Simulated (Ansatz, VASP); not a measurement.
**BaZrO3 in VASP and in Ansatz**

```
CELL_PARAMETERS angstrom
4.37357 0.00000 0.00000
0.00000 4.37357 0.00000
0.00000 0.00000 4.12553
ATOMIC_POSITIONS crystal
Ba 0.00000 0.00000 0.00000
Zr 0.50000 0.50000 0.50000
O 0.50000 0.50000 0.00000
O 0.50000 0.00000 0.50000
O 0.00000 0.50000 0.50000
```

Change from the starting cell: epitaxial_xy strain +4.0%.

Alike in both runs: task single point; functional r2SCAN; k mesh 6 × 6 × 6; no spin polarisation.

```csv
,VASP,Ansatz
version,VASP 6.6.1,Ansatz 0.2.0
potentials or method,"VASP PAW PBE potentials, release 64 (Ba_sv, Zr_sv, O)","plane waves, PAW"
plane-wave cutoff (eV),520,500
occupations,"gaussian, width 0.01 eV",fixed
valence electrons in the cell,40,40
```

VASP gave:

* gap on the k mesh at the Fermi level (eV): 3.34
* pressure (GPa): -6.9
* traceless stress, the component that is largest in VASP (GPa): 7.95

Estimate Ansatz's values.

gap on the k mesh at the Fermi level (eV): 3.39; pressure (GPa): -7.8; traceless stress, the component that is largest in VASP (GPa): 7.76.

VASP's potentials were made for PBE, not for r2SCAN.

Neither program's run includes spin-orbit coupling.
